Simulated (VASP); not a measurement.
# Ir (P6_3/mmc) in VASP: notebook

The runs below take Ir through single point, with PBEsol.

All numbers are computed with VASP 6.6.1; they aren't measurements. Logs are shortened: lines on timing, memory, paths and dates and some standing lists are left out, and cuts for length are marked.

### 1 The cell of the first run

It takes space group P6_3/mmc (No. 194, hexagonal). Conventional cell: a = 2.656 Å, b = 2.656 Å, c = 4.308 Å, α = 90.00°, β = 90.00°, γ = 120.00°. Within 3.5 Å of Ir (site symmetry -6m2) lie 12 Ir at 2.64 to 2.66 Å.

### 2 Single point, PBEsol

File INCAR:

```
SYSTEM = Ir
PREC = Accurate
ENCUT = 520
EDIFF = 1E-6
ISMEAR = 1
SIGMA = 0.1
LREAL = .False.
LASPH = .True.
NELM = 60
ALGO = Normal
ISIF = 2
LWAVE = .False.
LCHARG = .False.
GGA = PS
NBANDS = 16
```

File KPOINTS:

```
Automatic mesh
0
Gamma
  12 12 7
  0 0 0
```

File POSCAR:

```
Ir
1.0
    2.6564261458      0.0000000000      0.0000000000
   -1.3282130777      2.3005325274      0.0000000000
    0.0000000000      0.0000000000      4.3082936260
Ir
2
Direct
    0.6666666667      0.3333333333      0.7500000000
    0.3333333333      0.6666666667      0.2500000000
```

Potentials or basis: VASP PAW PBE potentials, release 64 (Ir).

Command:

```
> cat potpaw_PBE.64/Ir/POTCAR > POTCAR
> mpirun -np 1 vasp_std > vasp.out
```

OUTCAR:

```text
SYSTEM = Ir
   PREC = Accurate
   ENCUT = 520
   EDIFF = 1E-6
   ISMEAR = 1
   LREAL = .False.
   LASPH = .True.
   NELM = 60
   ISIF = 2
   GGA = PS

 ion  position               nearest neighbor table
   1  0.667  0.333  0.750-   2 2.64   2 2.64   2 2.64   2 2.64   2 2.64   2 2.64
   2  0.333  0.667  0.250-   1 2.64   1 2.64   1 2.64   1 2.64   1 2.64   1 2.64

  LATTYP: Found a hexagonal cell.
 ALAT       =     2.6564261458
 C/A-ratio  =     1.6218382856

  Lattice vectors:

 A1 = (   2.6564261458,   0.0000000000,   0.0000000000)
 A2 = (  -1.3282130777,   2.3005325274,   0.0000000000)
 A3 = (   0.0000000000,   0.0000000000,   4.3082936260)

Analysis of symmetry for initial positions (statically):
=====================================================================
 Subroutine PRICEL returns:
 Original cell was already a primitive cell.

 Routine SETGRP: Setting up the symmetry group for a
 hexagonal supercell.

 Subroutine GETGRP returns: Found 24 space group operations
 (whereof 12 operations were pure point group operations)
 out of a pool of 24 trial point group operations.

The static configuration has the point symmetry D_3d.
 The point group associated with its full space group is D_6h.

Analysis of symmetry for dynamics (positions and initial velocities):
=====================================================================
 Subroutine PRICEL returns:
 Original cell was already a primitive cell.

 Routine SETGRP: Setting up the symmetry group for a
 hexagonal supercell.

 Subroutine GETGRP returns: Found 24 space group operations
 (whereof 12 operations were pure point group operations)
 out of a pool of 24 trial point group operations.

The dynamic configuration has the point symmetry D_3d.
 The point group associated with its full space group is D_6h.

 Subroutine INISYM returns: Found 24 space group operations
 (whereof 12 operations are pure point group operations),
 and found     1 'primitive' translations

----------------------------------------------------------------------------------------

                                     Primitive cell

  volume of cell :      26.3288

  direct lattice vectors                    reciprocal lattice vectors
     2.656426146  0.000000000  0.000000000     0.376445625  0.217340983  0.000000000
    -1.328213078  2.300532527  0.000000000     0.000000000  0.434681965  0.000000000
     0.000000000  0.000000000  4.308293626     0.000000000  0.000000000  0.232110456

  length of vectors
     2.656426146  2.656426150  4.308293626     0.434681966  0.434681965  0.232110456
[... 77 lines left out ...]
   LSORBIT =      F    spin-orbit coupling
   LASPH  =      T    aspherical Exc in radial PAW
   ENCUT  =  520.0 eV  38.22 Ry    6.18 a.u.   4.94  4.94  8.01*2*pi/ulx,y,z
   NELM   =     60;   NELMIN=  2; NELMDL= -5     # of ELM steps
   EDIFF  = 0.1E-05   stopping-criterion for ELM
   LREAL  =      F    real-space projection
   EDIFFG = 0.1E-04   stopping-criterion for IOM
   NSW    =      0    number of steps for IOM
   IBRION =     -1    ionic relax: 0-MD 1-quasi-New 2-CG
   NFREE  =      0    steps in history (QN), initial steepest desc. (CG)
   ISIF   =      2    stress and relaxation
   ISYM   =      2    0-nonsym 1-usesym 2-fastsym
   POTIM  = 0.5000    time-step for ionic-motion
   TEBEG  =    0.0;   TEEND  =   0.0 temperature during run
   PSTRESS=    0.0 pullay stress
   NELECT =      18.0000    total number of electrons
   NUPDOWN=      -1.0000    fix difference up-down
   EMIN   =  10.00;   EMAX   =-10.00  energy-range for DOS
   EFERMI =   0.00;   METHOD = LEGACY
   ISMEAR =     1;   SIGMA  =   0.10  broadening in eV -4-tet -1-fermi 0-gaus
   EFERMI_NEDOS =   21; number of points for ismear=-14 and -15
   IALGO  =     38    algorithm
   IMIX   =      4    mixing-type and parameters
     AMIX     =   0.40;   BMIX     =  1.00
     AMIX_MAG =   1.60;   BMIX_MAG =  1.00
  volume/ion in A,a.u.               =      13.16        88.84
  Fermi-wavevector in a.u.,A,eV,Ry     =   1.442188  2.725340 28.298840  2.079906
  Thomas-Fermi vector in A             =   2.560736
   LORBIT       =      0    0 simple, 1 ext, 2 COOP (PROOUT), +10 PAW based schemes
   GGA     = PS    functional components
   LHFCALC =     F    Hartree Fock is set to
   AEXX    =    0.0000 exact exchange contribution
   IVDW    =     0    specifies the selected vdW correction
   LEPSILON=     F    determine dielectric tensor
   LRPA    =     F    only Hartree local field effects (RPA)
 non-spin polarized calculation
 Methfessel and Paxton  Order N= 1 SIGMA  =   0.10
  energy-cutoff  :      520.00
  volume of cell :       26.33
 maximum number of plane-waves:       744
 NGX is ok and might be reduce to    20
   NGX =  9   NGY =  9   NGZ = 17

 number of electron      17.9999999 magnetization

 Free energy of the ion-electron system (eV)
  ---------------------------------------------------
  ext. energy  EPLUGINS =         0.00000000
  ---------------------------------------------------
  free energy    TOTEN  =       -19.30884193 eV

  energy without entropy =      -19.30975498  energy(sigma->0) =      -19.30914628

 E-fermi :  11.7472     XC(G=0): -14.5269

 val. band max:       11.7436875212   @ k =   0.3333   0.3333   0.1429
 cond. band min:      11.7821894685   @ k =   0.4167   0.1667   0.1429
 fundamental gap:      0.0385019473
 Fermi energy:        11.7471749745

 k-point     1 :       0.0000    0.0000    0.0000
  band No.  band energies     occupation
      1      -0.4439      2.00000
      2       2.6233      2.00000
      3       7.2435      2.00000
      4       7.3429      2.00000
      5       7.3429      2.00000
      6       8.0943      2.00000
[... 433 lines left out ...]
      3       4.9698      2.00000
      4       6.1553      2.00000
      5       7.5180      2.00000
      6       7.5706      2.00000
[... 8 lines left out ...]
     15      26.6019      0.00000
     16      26.6552      0.00000

 [... further k-points ...]
[... 5 lines left out ...]
  --------------------------------------------------------------------------------------
  -------------------------------------------------------------------------------------
  Total        5.2789681      5.2789681      5.7968665     -0.0000000     -0.0000000     -0.0000000
  in kB      321.2389503    321.2389508    352.7544214     -0.0000007     -0.0000000     -0.0000000
  external PRESSURE =     331.7441075 kB  Pullay stress =       0.0000000 kB

 VOLUME and BASIS-vectors are now :
 -----------------------------------------------------------------------------
  energy-cutoff  :      520.00
  volume of cell :       26.33
      direct lattice vectors                 reciprocal lattice vectors
     2.656426146  0.000000000  0.000000000     0.376445625  0.217340983  0.000000000
    -1.328213078  2.300532527  0.000000000     0.000000000  0.434681965  0.000000000
     0.000000000  0.000000000  4.308293626     0.000000000  0.000000000  0.232110456

 POSITION                                       TOTAL-FORCE (eV/Angst)
 -----------------------------------------------------------------------------------
      1.32821      0.76684      3.23122        -0.000000      0.000000      0.000000
     -0.00000      1.53369      1.07707         0.000000     -0.000000      0.000000
 -----------------------------------------------------------------------------------
    total drift:                               -0.000000      0.000000     -0.000000

  FREE ENERGIE OF THE ION-ELECTRON SYSTEM (eV)
  ---------------------------------------------------
  free  energy   TOTEN  =       -19.3088419275 eV

  energy  without entropy=      -19.3097549826  energy(sigma->0) =      -19.30914628
```

OSZICAR:

```text
N       E                     dE             d eps       ncg     rms          rms(c)
DAV:   1     0.146596849898E+03    0.14660E+03   -0.85119E+03  2440   0.115E+03
DAV:   2    -0.168317992393E+02   -0.16343E+03   -0.14783E+03  2432   0.316E+02
DAV:   3    -0.204233345989E+02   -0.35915E+01   -0.35487E+01  3360   0.565E+01
DAV:   4    -0.204634678980E+02   -0.40133E-01   -0.40127E-01  2768   0.496E+00
DAV:   5    -0.204645834904E+02   -0.11156E-02   -0.11156E-02  3416   0.866E-01    0.278E+01
DAV:   6    -0.195384127014E+02    0.92617E+00   -0.98651E-01  3136   0.130E+01    0.119E+01
DAV:   7    -0.193232853726E+02    0.21513E+00   -0.38231E-01  3248   0.767E+00    0.201E+00
DAV:   8    -0.193135586152E+02    0.97268E-02   -0.64914E-03  2720   0.780E-01    0.980E-01
DAV:   9    -0.193088492359E+02    0.47094E-02   -0.45033E-03  3232   0.874E-01    0.478E-02
DAV:  10    -0.193088421727E+02    0.70632E-05   -0.31070E-05  3504   0.522E-02    0.325E-02
DAV:  11    -0.193088419275E+02    0.24523E-06   -0.49424E-06  3296   0.232E-02
   1 F= -.19308842E+02 E0= -.19309146E+02  d E =0.913055E-03
```

Run time: 16 s. Hardware: 1 thread of Intel Xeon Platinum 8488C (Sapphire Rapids), shared host; peak memory 0.15 GiB.

What came out:

* Free energy: -19.3088 eV
* Pressure: 33.2 GPa
* Band gap on the k mesh: zero (band 9 reaches 12.82 eV, above the bottom of band 10 at 9.02 eV)

Caveat: the PAW data sets were made with another functional, which shifts forces and pressure a little; spin-orbit coupling is left out, which moves the levels of the heavy elements.

### 3 Single point, PBEsol

This run uses another cell than the first one, of 13.53 Å³/atom, 1.028 times its volume.

File INCAR:

```
ALGO = Normal
EDIFF = 1E-6
ENCUT = 520
GGA = PS
ISIF = 2
ISMEAR = 1
LASPH = T
LCHARG = F
LREAL = F
LWAVE = F
NBANDS = 16
NELM = 80
PREC = Accurate
SIGMA = 0.1
```

File KPOINTS:

```
k-points
0
Gamma
  12 12 7
```

File POSCAR:

```
Ir
1.0
    2.6807983893      0.0000000000      0.0000000000
   -1.3403991995      2.3216395094      0.0000000000
    0.0000000000      0.0000000000      4.3478214636
Ir
2
Direct
    0.6666666667      0.3333333333      0.7500000000
    0.3333333333      0.6666666667      0.2500000000
```

Potentials or basis: VASP PAW PBE potentials, release 64 (Ir).

Command:

```
> cat potpaw_PBE.64/Ir/POTCAR > POTCAR
> mpirun -np 1 vasp_std > vasp.out
```

Wall time 15 s (1 thread of Intel Xeon Platinum 8488C (Sapphire Rapids), shared host); peak memory 0.16 GiB.

The run converged. Its results:

| Quantity | Value |
| --- | --- |
| Free energy | -19.4276 eV |
| Pressure | 19.1 GPa |
| Band gap on the k mesh | zero (band 9 reaches 12.25 eV, above the bottom of band 10 at 8.62 eV) |

Stress tensor (GPa, compression positive):
```
18.20  0.00  0.00
 0.00 18.20  0.00
 0.00  0.00 20.91
```

Levels at points of the mesh, in eV from the Fermi level:
```
           k point  band 7  band 8  band 9  band 10  band 11  band 12
(0.00, 0.00, 0.00)   -3.50   -2.63   -2.63    -1.07     0.24     0.24
(0.50, 0.00, 0.00)   -3.28    0.73    1.02     1.18     3.08     4.59
```

Caveat: the PAW data sets were made with another functional, which shifts forces and pressure a little; spin-orbit coupling is left out, which moves the levels of the heavy elements.

### 4 Single point, PBEsol

This run uses another cell than the first one, of 13.90 Å³/atom, 1.056 times its volume.

File INCAR:

```
SYSTEM = Ir
  ALGO = Normal
  EDIFF = 1E-7
  ENCUT = 520
  GGA = PS
  ISIF = 2
  ISMEAR = 1
  LASPH = .True.
  LCHARG = .False.
  LREAL = .False.
  LWAVE = .False.
  NBANDS = 16
  NELM = 100
  PREC = Accurate
  SIGMA = 0.1
```

File KPOINTS:

```
k-points
0
Gamma
  12 12 7
  0 0 0
```

File POSCAR:

```
Ir
1.0
    2.7047353558      0.0000000000      0.0000000000
   -1.3523676828      2.3423695304      0.0000000000
    0.0000000000      0.0000000000      4.3866433523
Ir
2
Direct
    0.6666666667      0.3333333333      0.7500000000
    0.3333333333      0.6666666667      0.2500000000
```

Potentials or basis: VASP PAW PBE potentials, release 64 (Ir).

Command:

```
> cat potpaw_PBE.64/Ir/POTCAR > POTCAR
> mpirun -np 1 vasp_std > vasp.out
```

OUTCAR:

```text
SYSTEM = Ir
   EDIFF = 1E-7
   ENCUT = 520
   GGA = PS
   ISIF = 2
   ISMEAR = 1
   LASPH = .True.
   LREAL = .False.
   NELM = 100
   PREC = Accurate

 ion  position               nearest neighbor table
   1  0.667  0.333  0.750-   2 2.69   2 2.69   2 2.69   2 2.69   2 2.69   2 2.69
   2  0.333  0.667  0.250-   1 2.69   1 2.69   1 2.69   1 2.69   1 2.69   1 2.69

  LATTYP: Found a hexagonal cell.
 ALAT       =     2.7047353558
 C/A-ratio  =     1.6218382855

  Lattice vectors:

 A1 = (   2.7047353558,   0.0000000000,   0.0000000000)
 A2 = (  -1.3523676828,   2.3423695304,   0.0000000000)
 A3 = (   0.0000000000,   0.0000000000,   4.3866433523)

Analysis of symmetry for initial positions (statically):
=====================================================================
 Subroutine PRICEL returns:
 Original cell was already a primitive cell.

 Routine SETGRP: Setting up the symmetry group for a
 hexagonal supercell.

 Subroutine GETGRP returns: Found 24 space group operations
 (whereof 12 operations were pure point group operations)
 out of a pool of 24 trial point group operations.

The static configuration has the point symmetry D_3d.
 The point group associated with its full space group is D_6h.

[... 157 lines left out ...]
  ---------------------------------------------------
  free energy    TOTEN  =       -19.48686869 eV

  energy without entropy =      -19.48786989  energy(sigma->0) =      -19.48720243

 E-fermi :  10.7443     XC(G=0): -14.2068

 val. band max:       10.7379641183   @ k =   0.2500   0.0833   0.4286
 cond. band min:      10.7756404451   @ k =   0.4167   0.1667   0.1429
 fundamental gap:      0.0376763268
 Fermi energy:        10.7442692350

 k-point     1 :       0.0000    0.0000    0.0000
  band No.  band energies     occupation
      1      -0.8254      2.00000
      2       2.2473      2.00000
      3       6.6012      2.00000
      4       6.7003      2.00000
      5       6.7003      2.00000
      6       7.3854      2.00000
[... 433 lines left out ...]
      3       4.4685      2.00000
      4       5.5837      2.00000
      5       6.8377      2.00000
      6       6.9097      2.00000
[... 8 lines left out ...]
     15      25.1431      0.00000
     16      25.5138      0.00000

 [... further k-points ...]
[... 5 lines left out ...]
  --------------------------------------------------------------------------------------
  -------------------------------------------------------------------------------------
  Total        1.0895758      1.0895758      1.4902135     -0.0000000      0.0000000      0.0000000
  in kB       62.8138623     62.8138624     85.9105596     -0.0000001      0.0000000      0.0000000
  external PRESSURE =      70.5127615 kB  Pullay stress =       0.0000000 kB

 VOLUME and BASIS-vectors are now :
 -----------------------------------------------------------------------------
  energy-cutoff  :      520.00
  volume of cell :       27.79
      direct lattice vectors                 reciprocal lattice vectors
     2.704735356  0.000000000  0.000000000     0.369721939  0.213459062  0.000000000
    -1.352367683  2.342369530  0.000000000     0.000000000  0.426918122  0.000000000
     0.000000000  0.000000000  4.386643352     0.000000000  0.000000000  0.227964737

 POSITION                                       TOTAL-FORCE (eV/Angst)
 -----------------------------------------------------------------------------------
      1.35237      0.78079      3.28998        -0.000000      0.000000      0.000000
     -0.00000      1.56158      1.09666         0.000000     -0.000000      0.000000
 -----------------------------------------------------------------------------------
    total drift:                               -0.000000      0.000000     -0.000000

  FREE ENERGIE OF THE ION-ELECTRON SYSTEM (eV)
  ---------------------------------------------------
  free  energy   TOTEN  =       -19.4868686926 eV

  energy  without entropy=      -19.4878698922  energy(sigma->0) =      -19.48720243
```

OSZICAR:

```text
N       E                     dE             d eps       ncg     rms          rms(c)
DAV:   1     0.142502678718E+03    0.14250E+03   -0.85832E+03  2432   0.114E+03
DAV:   2    -0.169388404281E+02   -0.15944E+03   -0.14361E+03  2432   0.310E+02
DAV:   3    -0.206640161100E+02   -0.37252E+01   -0.36673E+01  3336   0.564E+01
DAV:   4    -0.207047436021E+02   -0.40727E-01   -0.40721E-01  2736   0.498E+00
DAV:   5    -0.207058642999E+02   -0.11207E-02   -0.11207E-02  3392   0.861E-01    0.240E+01
DAV:   6    -0.196987439528E+02    0.10071E+01   -0.12082E+00  3048   0.142E+01    0.975E+00
DAV:   7    -0.195009956738E+02    0.19775E+00   -0.39195E-01  3288   0.761E+00    0.205E+00
DAV:   8    -0.194941230413E+02    0.68726E-02   -0.54555E-03  2768   0.646E-01    0.137E+00
DAV:   9    -0.194868758263E+02    0.72472E-02   -0.56581E-03  3128   0.964E-01    0.257E-02
DAV:  10    -0.194868695022E+02    0.63241E-05   -0.41260E-05  3712   0.608E-02    0.214E-02
DAV:  11    -0.194868685256E+02    0.97659E-06   -0.46820E-06  3112   0.225E-02    0.378E-03
DAV:  12    -0.194868687446E+02   -0.21893E-06   -0.15403E-07  2832   0.384E-03    0.999E-04
DAV:  13    -0.194868686926E+02    0.52024E-07   -0.14217E-08  1904   0.107E-03
   1 F= -.19486869E+02 E0= -.19487202E+02  d E =0.100120E-02
```

stdout:

```text
POSCAR found type information on POSCAR Ir
 POSCAR found :  1 types and       2 ions
 scaLAPACK will be used
 -----------------------------------------------------------------------------
|                                                                             |
|                                                                             |
|     You enforced a specific xc type in the INCAR file but a different       |
|     I HOPE YOU KNOW WHAT YOU ARE DOING!                                     |
|                                                                             |
 -----------------------------------------------------------------------------

 LDA part: xc-table for (Slater+PW92), standard interpolation
 POSCAR, INCAR and KPOINTS ok, starting setup
 FFT: planning ... GRIDC
 FFT: planning ... GRID_SOFT
 FFT: planning ... GRID
 WAVECAR not read
 entering main loop
```

Wall time 18 s (1 thread of Intel Xeon Platinum 8488C (Sapphire Rapids), shared host); peak memory 0.15 GiB.

What came out:

```
Free energy            : -19.4869 eV
Pressure               : 7.1 GPa
Band gap on the k mesh : zero (band 9 reaches 11.71 eV, above the bottom of band 10 at 8.24 eV)
```

Stress tensor (GPa, compression positive):
```
6.28 0.00 0.00
0.00 6.28 0.00
0.00 0.00 8.59
```

Caveat: the PAW data sets were made with another functional, which shifts forces and pressure a little; spin-orbit coupling is left out, which moves the levels of the heavy elements.

### 5 Single point, PBEsol

This run uses another cell than the first one, of 14.26 Å³/atom, 1.083 times its volume.

File INCAR:

```
PREC = Accurate
ENCUT = 520
EDIFF = 1E-6
ISMEAR = 1
SIGMA = 0.1
LREAL = False
LASPH = True
NELM = 60
ALGO = Normal
ISIF = 2
LWAVE = False
LCHARG = False
GGA = PS
NBANDS = 16
```

File KPOINTS:

```
Automatic mesh
0
Gamma
  12 12 7
```

File POSCAR:

```
Ir
1.0
    2.7282559742      0.0000000000      0.0000000000
   -1.3641279921      2.3627389835      0.0000000000
    0.0000000000      0.0000000000      4.4247899918
Ir
2
Direct
    0.6666666667      0.3333333333      0.7500000000
    0.3333333333      0.6666666667      0.2500000000
```

Command:

```
> cat potpaw_PBE.64/Ir/POTCAR > POTCAR
> mpirun -np 1 vasp_std > vasp.out
```

Wall time 16 s (1 thread of Intel Xeon Platinum 8488C (Sapphire Rapids), shared host); peak memory 0.15 GiB.

Results (log left out):

* Free energy: -19.4953 eV
* Pressure: -3.2 GPa
* Band gap on the k mesh: zero (band 9 reaches 11.20 eV, above the bottom of band 10 at 7.88 eV)

Stress tensor (GPa, compression positive):
```
-3.87  0.00  0.00
 0.00 -3.87  0.00
 0.00  0.00 -1.90
```

Levels at points of the mesh, in eV from the Fermi level:
| k point | band 5 | band 6 | band 7 | band 8 | band 9 | band 10 | band 11 | band 12 | band 13 | band 14 |
| --- | --- | --- | --- | --- | --- | --- | --- | --- | --- | --- |
| (0.00, 0.00, 0.00) | -3.88 | -3.23 | -3.23 | -2.42 | -2.42 | -0.92 | 0.22 | 0.22 | 6.92 | 14.18 |
| (0.50, 0.00, 0.00) | -3.61 | -3.53 | -3.03 | 0.65 | 0.91 | 1.07 | 2.87 | 4.30 | 8.11 | 10.16 |

Caveat: the PAW data sets were made with another functional, which shifts forces and pressure a little; spin-orbit coupling is left out, which moves the levels of the heavy elements.

(Continued in part 2 of 2.)
